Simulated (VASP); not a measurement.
# Ir (Fm-3m) in VASP: a series of runs

Ir is run at these levels: r2SCAN; tasks: single point.

Everything below comes from runs of VASP 6.6.1. Logs are shortened: lines on timing, memory, paths and dates and some standing lists are left out, and cuts for length are marked.

## 1. The cell of the first run

The structure is cubic, space group Fm-3m (No. 225). The conventional cell has a = 3.794 Å, b = 3.794 Å, c = 3.794 Å, α = 90.00°, β = 90.00°, γ = 90.00°. Within 3.5 Å of Ir (site symmetry m-3m) lie 12 Ir at 2.68 Å.

## 2. Single point, r2SCAN (volume scaled by 0.96)

File POSCAR:

```
Ir
1.0
    0.0000000000      1.8968620356      1.8968620356
    1.8968620356      0.0000000000      1.8968620356
    1.8968620356      1.8968620356      0.0000000000
Ir
1
Direct
    0.0000000000      0.0000000000      0.0000000000
```

File INCAR.step1:

```
SYSTEM = Ir
ALGO = Normal
EDIFF = 1E-4
ENCUT = 520
GGA = PE
ISMEAR = -1
LASPH = .TRUE.
LCHARG = .FALSE.
LREAL = .FALSE.
LWAVE = .TRUE.
NBANDS = 10
NELM = 60
PREC = Accurate
SIGMA = 0.1
```

File INCAR.step2:

```
SYSTEM = Ir
ALGO = Normal
EDIFF = 1E-6
ENCUT = 520
ISIF = 2
ISMEAR = -1
ISTART = 1
LASPH = .TRUE.
LCHARG = .FALSE.
LMIXTAU = .TRUE.
LREAL = .FALSE.
LWAVE = .FALSE.
METAGGA = R2SCAN
NBANDS = 10
NELM = 60
PREC = Accurate
SIGMA = 0.1
```

File KPOINTS:

```
k-points
0
G
  23 23 23
  0 0 0
```

Potentials or basis: VASP PAW PBE potentials, release 64 (Ir).

On the command line:

```bash
> cat potpaw_PBE.64/Ir/POTCAR > POTCAR
> cp INCAR.step1 INCAR
> mpirun -np 1 vasp_std > vasp.out
> cp INCAR.step2 INCAR
> mpirun -np 1 vasp_std > vasp.out
```

OUTCAR:

```text
SYSTEM = Ir
   EDIFF = 1E-6
   ENCUT = 520
   ISIF = 2
   ISMEAR = -1
   ISTART = 1
   LASPH = .TRUE.
   LREAL = .FALSE.
   METAGGA = R2SCAN
   NELM = 60
   PREC = Accurate

 ion  position               nearest neighbor table
   1  0.000  0.000  0.000-

  LATTYP: Found a face centered cubic cell.
 ALAT       =     3.7937240712

  Lattice vectors:

 A1 = (   0.0000000000,   1.8968620356,   1.8968620356)
 A2 = (   1.8968620356,   0.0000000000,   1.8968620356)
 A3 = (   1.8968620356,   1.8968620356,   0.0000000000)

Analysis of symmetry for initial positions (statically):
=====================================================================
 Subroutine PRICEL returns:
 Original cell was already a primitive cell.

 Routine SETGRP: Setting up the symmetry group for a
 face centered cubic supercell.

 Subroutine GETGRP returns: Found 48 space group operations
 (whereof 48 operations were pure point group operations)
 out of a pool of 48 trial point group operations.

The static configuration has the point symmetry O_h .

Analysis of symmetry for dynamics (positions and initial velocities):
=====================================================================
 Subroutine PRICEL returns:
 Original cell was already a primitive cell.

 Routine SETGRP: Setting up the symmetry group for a
 face centered cubic supercell.

 Subroutine GETGRP returns: Found 48 space group operations
 (whereof 48 operations were pure point group operations)
 out of a pool of 48 trial point group operations.

The dynamic configuration has the point symmetry O_h .

 Subroutine INISYM returns: Found 48 space group operations
 (whereof 48 operations are pure point group operations),
 and found     1 'primitive' translations

----------------------------------------------------------------------------------------

                                     Primitive cell

  volume of cell :      13.6501

  direct lattice vectors                    reciprocal lattice vectors
     0.000000000  1.896862036  1.896862036    -0.263593235  0.263593235  0.263593235
     1.896862036  0.000000000  1.896862036     0.263593235 -0.263593235  0.263593235
     1.896862036  1.896862036  0.000000000     0.263593235  0.263593235 -0.263593235

  length of vectors
     2.682568017  2.682568017  2.682568017     0.456556875  0.456556875  0.456556875

  position of ions in fractional coordinates (direct lattice)
     0.000000000  0.000000000  0.000000000

  ion indices of the primitive-cell ions
   primitive index   ion index
                 1           1

----------------------------------------------------------------------------------------

 KPOINTS: k-points

Automatic generation of k-mesh.
 Grid dimensions read from file:
 generate k-points for:   23   23   23

 Generating k-lattice:

  Cartesian coordinates                     Fractional coordinates (reciprocal lattice)
    -0.011460575  0.011460575  0.011460575     0.043478261  0.000000000  0.000000000
     0.011460575 -0.011460575  0.011460575     0.000000000  0.043478261  0.000000000
     0.011460575  0.011460575 -0.011460575     0.000000000  0.000000000  0.043478261

  Length of vectors
     0.019850299  0.019850299  0.019850299

  Shift w.r.t. Gamma in fractional coordinates (k-lattice)
     0.000000000  0.000000000  0.000000000

 Subroutine IBZKPT returns following result:
 ===========================================

 Found    364 irreducible k-points:

 Following reciprocal coordinates:
            Coordinates               Weight
  0.000000  0.000000  0.000000      1.000000
  0.043478  0.000000  0.000000      8.000000
  0.086957  0.000000  0.000000      8.000000
  0.130435  0.000000  0.000000      8.000000
  0.173913  0.000000  0.000000      8.000000
  0.217391  0.000000  0.000000      8.000000
[... 16 lines left out ...]
  0.478261  0.043478  0.000000     24.000000
 -0.478261  0.043478  0.000000     24.000000
 [... further k-points ...]
   k-points           NKPTS =    364   k-points in BZ     NKDIM =    364   number of bands    NBANDS=     10
   number of dos      NEDOS =    301   number of ions     NIONS =      1
   total plane-waves  NPLWV =   8000
   dimension x,y,z NGX =    20 NGY =   20 NGZ =   20
   dimension x,y,z NGXF=    40 NGYF=   40 NGZF=   40
   ions per type =               1
   NGX,Y,Z   is equivalent  to a cutoff of  12.39, 12.39, 12.39 a.u.
   NGXF,Y,Z  is equivalent  to a cutoff of  24.79, 24.79, 24.79 a.u.
 SYSTEM =  Ir
   PREC   = accura    normal or accurate (medium, high low for compatibility)
   ISTART =      1    job   : 0-new  1-cont  2-samecut
   ICHARG =      0    charge: 1-file 2-atom 10-const
   ISPIN  =      1    spin polarized calculation?
   LNONCOLLINEAR =      F non collinear calculations
   LSORBIT =      F    spin-orbit coupling
   LASPH  =      T    aspherical Exc in radial PAW
   ENCUT  =  520.0 eV  38.22 Ry    6.18 a.u.   4.99  4.99  4.99*2*pi/ulx,y,z
   NELM   =     60;   NELMIN=  2; NELMDL=  0     # of ELM steps
   EDIFF  = 0.1E-05   stopping-criterion for ELM
   LREAL  =      F    real-space projection
   EDIFFG = 0.1E-04   stopping-criterion for IOM
   NSW    =      0    number of steps for IOM
   IBRION =     -1    ionic relax: 0-MD 1-quasi-New 2-CG
   NFREE  =      0    steps in history (QN), initial steepest desc. (CG)
   ISIF   =      2    stress and relaxation
   ISYM   =      2    0-nonsym 1-usesym 2-fastsym
   POTIM  = 0.5000    time-step for ionic-motion
   TEBEG  =    0.0;   TEEND  =   0.0 temperature during run
   PSTRESS=    0.0 pullay stress
   NELECT =       9.0000    total number of electrons
   NUPDOWN=      -1.0000    fix difference up-down
   EMIN   =  10.00;   EMAX   =-10.00  energy-range for DOS
   EFERMI =   0.00;   METHOD = LEGACY
   ISMEAR =    -1;   SIGMA  =   0.10  broadening in eV -4-tet -1-fermi 0-gaus
   EFERMI_NEDOS =   21; number of points for ismear=-14 and -15
   IALGO  =     38    algorithm
   IMIX   =      4    mixing-type and parameters
     AMIX     =   0.40;   BMIX     =  1.00
     AMIX_MAG =   1.60;   BMIX_MAG =  1.00
  volume/ion in A,a.u.               =      13.65        92.12
  Fermi-wavevector in a.u.,A,eV,Ry     =   1.424874  2.692622 27.623461  2.030267
  Thomas-Fermi vector in A             =   2.545319
   LORBIT       =      0    0 simple, 1 ext, 2 COOP (PROOUT), +10 PAW based schemes
   METAGGA = R2SCAN    functional components
   LHFCALC =     F    Hartree Fock is set to
   AEXX    =    0.0000 exact exchange contribution
   IVDW    =     0    specifies the selected vdW correction
   LEPSILON=     F    determine dielectric tensor
   LRPA    =     F    only Hartree local field effects (RPA)
 non-spin polarized calculation
  energy-cutoff  :      520.00
  volume of cell :       13.65
 maximum number of plane-waves:       379
   NGX =  9   NGY =  9   NGZ =  9

 number of electron       9.0000001 magnetization

 Free energy of the ion-electron system (eV)
  ---------------------------------------------------
  ext. energy  EPLUGINS =         0.00000000
  ---------------------------------------------------
  free energy    TOTEN  =       -52.34386613 eV

  energy without entropy =      -52.31910874  energy(sigma->0) =      -52.33148744

 E-fermi :  10.7893     XC(G=0): -15.5769

 val. band max:       10.7863044549   @ k =   0.3043   0.2174   0.0000
 cond. band min:      10.8068266788   @ k =  -0.3478   0.3043   0.0000
 fundamental gap:      0.0205222240
 Fermi energy:        10.7892590490

 k-point     1 :       0.0000    0.0000    0.0000
  band No.  band energies     occupation
      1      -1.1191      2.00000
      2       6.5852      2.00000
      3       6.5852      2.00000
      4       6.5852      2.00000
      5       9.4617      2.00000
      6       9.4617      2.00000
      7      25.8307      0.00000
      8      31.9201      0.00000
      9      31.9201      0.00000
     10      31.9201      0.00000

 k-point     2 :       0.0435    0.0000    0.0000
  band No.  band energies     occupation
      1      -1.0273      2.00000
      2       6.5337      2.00000
      3       6.6260      2.00000
      4       6.6260      2.00000
      5       9.4344      2.00000
      6       9.4344      2.00000
      7      25.9919      0.00000
      8      31.4296      0.00000
      9      32.0711      0.00000
     10      32.0711      0.00000

 k-point     3 :       0.0870    0.0000    0.0000
  band No.  band energies     occupation
      1      -0.7578      2.00000
      2       6.3931      2.00000
      3       6.7392      2.00000
      4       6.7392      2.00000
      5       9.3657      2.00000
      6       9.3657      2.00000
      7      26.4510      0.00000
      8      30.3415      0.00000
      9      32.5154      0.00000
     10      32.5154      0.00000

 k-point     4 :       0.1304    0.0000    0.0000
  band No.  band energies     occupation
      1      -0.3300      2.00000
      2       6.2036      2.00000
      3       6.8933      2.00000
      4       6.8933      2.00000
      5       9.2974      2.00000
      6       9.2974      2.00000
      7      27.1252      0.00000
      8      29.0962      0.00000
      9      33.2276      0.00000
     10      33.2276      0.00000
[... 222 lines left out ...]
 k-point    22 :       0.4348    0.0435    0.0000
  band No.  band energies     occupation
      1       2.0905      2.00000
      2       6.4255      2.00000
      3       6.5952      2.00000
      4       8.6951      2.00000
      5      11.6282      0.00045
      6      11.6378      0.00041
      7      20.1724      0.00000
      8      26.0140      0.00000
      9      32.2755      0.00000
     10      32.8698      0.00000

 k-point    23 :       0.4783    0.0435    0.0000
  band No.  band energies     occupation
      1       2.0779      2.00000
      2       6.3569      2.00000
      3       6.5130      2.00000
      4       9.3930      2.00000
      5      11.8102      0.00007
      6      12.0908      0.00000
      7      19.1373      0.00000
      8      25.6999      0.00000
      9      31.8963      0.00000
     10      32.0971      0.00000

 k-point    24 :      -0.4783    0.0435    0.0000
  band No.  band energies     occupation
      1       2.0732      2.00000
      2       6.3472      2.00000
      3       6.4837      2.00000
      4       9.6066      1.99999
      5      11.7761      0.00010
      6      12.2905      0.00000
      7      18.8391      0.00000
      8      25.6229      0.00000
      9      31.7370      0.00000
     10      31.9614      0.00000

 [... further k-points ...]

------------------------ aborting loop because EDIFF is reached ----------------------------------------

  FORCE on cell =-STRESS in cart. coord.  units (eV):
  Direction    XX          YY          ZZ          XY          YZ          ZX
  --------------------------------------------------------------------------------------
  -------------------------------------------------------------------------------------
  Total        1.6882138      1.6882138      1.6882138     -0.0000000     -0.0000000      0.0000000
  in kB      198.1530617    198.1530617    198.1530617     -0.0000000     -0.0000000      0.0000000
  external PRESSURE =     198.1530617 kB  Pullay stress =       0.0000000 kB

 VOLUME and BASIS-vectors are now :
 -----------------------------------------------------------------------------
  energy-cutoff  :      520.00
  volume of cell :       13.65
      direct lattice vectors                 reciprocal lattice vectors
     0.000000000  1.896862036  1.896862036    -0.263593235  0.263593235  0.263593235
     1.896862036  0.000000000  1.896862036     0.263593235 -0.263593235  0.263593235
     1.896862036  1.896862036  0.000000000     0.263593235  0.263593235 -0.263593235

 POSITION                                       TOTAL-FORCE (eV/Angst)
 -----------------------------------------------------------------------------------
      0.00000      0.00000      0.00000        -0.000000      0.000000     -0.000000
 -----------------------------------------------------------------------------------
    total drift:                                0.000000     -0.000000     -0.000000

  FREE ENERGIE OF THE ION-ELECTRON SYSTEM (eV)
  ---------------------------------------------------
  free  energy   TOTEN  =       -52.3438661337 eV

  energy  without entropy=      -52.3191087379  energy(sigma->0) =      -52.33148744
```

Wall time 1.7 min (1 thread of Intel Xeon Platinum 8375C at 2.90GHz (Ice Lake), shared host); peak memory 0.18 GiB.

What came out:

* Free energy: -52.3439 eV
* Pressure: 19.8 GPa

Caveat: the cell differs from its parent crystal (volume scaled by 0.96); the PAW data sets were made with another functional, which shifts forces and pressure a little; spin-orbit coupling is left out, which moves the levels of the heavy elements.

## 3. Single point, r2SCAN

This run uses another cell than the first one, of 14.22 Å³/atom, 1.042 times its volume.

File POSCAR:

```
Ir
1.0
    0.0000000000      1.9228496764      1.9228496764
    1.9228496764      0.0000000000      1.9228496764
    1.9228496764      1.9228496764      0.0000000000
Ir
1
Direct
    0.0000000000      0.0000000000      0.0000000000
```

File INCAR.step1:

```
ALGO = Normal
EDIFF = 1E-4
ENCUT = 520
GGA = PE
ISMEAR = -1
LASPH = T
LCHARG = F
LREAL = F
LWAVE = T
NBANDS = 10
NELM = 60
PREC = Accurate
SIGMA = 0.1
```

File INCAR.step2:

```
ALGO = Normal
EDIFF = 1E-7
ENCUT = 520
ISIF = 2
ISMEAR = -1
ISTART = 1
LASPH = T
LCHARG = T
LELF = T
LMIXTAU = T
LREAL = F
LVHAR = T
LWAVE = F
METAGGA = R2SCAN
NBANDS = 10
NELM = 60
PREC = Accurate
SIGMA = 0.1
```

File KPOINTS:

```
k-points
0
Gamma
  23 23 23
```

Potentials or basis: VASP PAW PBE potentials, release 64 (Ir).

On the command line:

```bash
> cat potpaw_PBE.64/Ir/POTCAR > POTCAR
> cp INCAR.step1 INCAR
> mpirun -np 1 vasp_std > vasp.out
> cp INCAR.step2 INCAR
> mpirun -np 1 vasp_std > vasp.out
```

Wall time 1.9 min (1 thread of Intel Xeon Platinum 8375C at 2.90GHz (Ice Lake), shared host); peak memory 0.17 GiB.

The run converged. Its results:

```
Free energy : -52.3818 eV
Pressure    : 2.2 GPa
```

Levels at points of the mesh, in eV from the Fermi level:
```
           k point  band 1  band 2  band 3  band 4  band 5  band 6  band 7  band 8  band 9
(0.00, 0.00, 0.00)  -11.45   -3.94   -3.94   -3.94   -1.26   -1.26   15.14   20.97   20.97
```

Caveat: the PAW data sets were made with another functional, which shifts forces and pressure a little; spin-orbit coupling is left out, which moves the levels of the heavy elements.

## 4. Single point, r2SCAN (volume scaled by 1.04)

File POSCAR:

```
Ir
1.0
    0.0000000000      1.9481532318      1.9481532318
    1.9481532318      0.0000000000      1.9481532318
    1.9481532318      1.9481532318      0.0000000000
Ir
1
Direct
    0.0000000000      0.0000000000      0.0000000000
```

File INCAR.step1:

```
ALGO     = Normal         # electronic algorithm
EDIFF    = 1E-4           # SCF threshold, eV
ENCUT    = 520            # plane-wave cutoff, eV
GGA      = PE             # functional
ISMEAR   = -1             # smearing method
LASPH    = T              # aspherical terms in the spheres
LCHARG   = F              # write CHGCAR
LREAL    = F              # projectors in reciprocal space
LWAVE    = T              # write WAVECAR
NBANDS   = 10             # bands
NELM     = 80             # most SCF steps
PREC     = Accurate       # precision mode
SIGMA    = 0.1            # smearing width, eV
```

File INCAR.step2:

```
ALGO     = Normal         # electronic algorithm
EDIFF    = 1E-6           # SCF threshold, eV
ENCUT    = 520            # plane-wave cutoff, eV
ISIF     = 2              # what is computed and relaxed
ISMEAR   = -1             # smearing method
ISTART   = 1            
LASPH    = T              # aspherical terms in the spheres
LCHARG   = F              # write CHGCAR
LMIXTAU  = T            
LREAL    = F              # projectors in reciprocal space
LWAVE    = F              # write WAVECAR
METAGGA  = R2SCAN         # meta-GGA
NBANDS   = 10             # bands
NELM     = 80             # most SCF steps
PREC     = Accurate       # precision mode
SIGMA    = 0.1            # smearing width, eV
```

KPOINTS is that of step 3.

On the command line:

```bash
> cat potpaw_PBE.64/Ir/POTCAR > POTCAR
> cp INCAR.step1 INCAR
> mpirun -np 1 vasp_std > vasp.out
> cp INCAR.step2 INCAR
> mpirun -np 1 vasp_std > vasp.out
```

Run time: 1.8 min. Hardware: 1 thread of Intel Xeon Platinum 8375C at 2.90GHz (Ice Lake), shared host; peak memory 0.18 GiB.

The run converged. Its results:

- Free energy: -52.3644 eV
- Pressure: -11.6 GPa

Levels at points of the mesh, in eV from the Fermi level:
```tsv
k point	band 2	band 3	band 4	band 5	band 6	band 7
(0.00, 0.00, 0.00)	-3.71	-3.71	-3.71	-1.19	-1.19	15.21
```

Caveat: the cell differs from its parent crystal (volume scaled by 1.04); the PAW data sets were made with another functional, which shifts forces and pressure a little; spin-orbit coupling is left out, which moves the levels of the heavy elements.

## 5. Single point, r2SCAN (volume scaled by 1.08)

File POSCAR:

```
Ir
1.0
    0.0000000000      1.9728160174      1.9728160174
    1.9728160174      0.0000000000      1.9728160174
    1.9728160174      1.9728160174      0.0000000000
Ir
1
Direct
    0.0000000000      0.0000000000      0.0000000000
```

File INCAR.step1:

```
PREC = Accurate ; ENCUT = 520
ISMEAR = -1 ; SIGMA = 0.1
LREAL = False ; LASPH = True
NELM = 100 ; NBANDS = 10
GGA = PE ; ALGO = Normal
EDIFF = 1E-4 ; LWAVE = True
LCHARG = False
```

File INCAR.step2:

```
PREC = Accurate ; ENCUT = 520
EDIFF = 1E-7 ; ISMEAR = -1
SIGMA = 0.1 ; LREAL = False
LASPH = True ; NELM = 100
ALGO = Normal ; ISIF = 2
LWAVE = False ; LCHARG = False
METAGGA = R2SCAN ; LMIXTAU = True
NBANDS = 10 ; ISTART = 1
```

File KPOINTS:

```
Automatic mesh
0
Gamma
  23 23 23
```

On the command line:

```bash
> cat potpaw_PBE.64/Ir/POTCAR > POTCAR
> cp INCAR.step1 INCAR
> mpirun -np 1 vasp_std > vasp.out
> cp INCAR.step2 INCAR
> mpirun -np 1 vasp_std > vasp.out
```

Wall time 2.2 min (1 thread of Intel Xeon Platinum 8375C at 2.90GHz (Ice Lake), shared host); peak memory 0.2 GiB.

Results (log left out):

```
Free energy : -52.3036 eV
Pressure    : -22.3 GPa
```

Levels at points of the mesh, in eV from the Fermi level:
```tsv
k point	band 2	band 3	band 4	band 5	band 6	band 7
(0.00, 0.00, 0.00)	-3.49	-3.49	-3.49	-1.13	-1.13	15.28
```

Caveat: the cell differs from its parent crystal (volume scaled by 1.08); the PAW data sets were made with another functional, which shifts forces and pressure a little; spin-orbit coupling is left out, which moves the levels of the heavy elements.

## 6. Overview

```csv
cell,gap on the mesh (eV),pressure (GPa)
"a = 2.683 Å, angles 60.0°, 1 atom",none,19.8
"a = 2.719 Å, angles 60.0°, 1 atom",none,2.2
"a = 2.755 Å, angles 60.0°, 1 atom",none,-11.6
"a = 2.790 Å, angles 60.0°, 1 atom",none,-22.3
```

Alike in all rows: task single point; level r2SCAN; potentials or basis VASP PAW PBE potentials, release 64 (Ir); no spin polarisation; k mesh 23 × 23 × 23; cutoff (eV) 520; smearing fermi-dirac 0.1 eV.

Caveats: the PAW data sets were made with another functional, which shifts forces and pressure a little; spin-orbit coupling is left out, which moves the levels of the heavy elements.

Absolute energies hang on the potentials; compare differences alone.
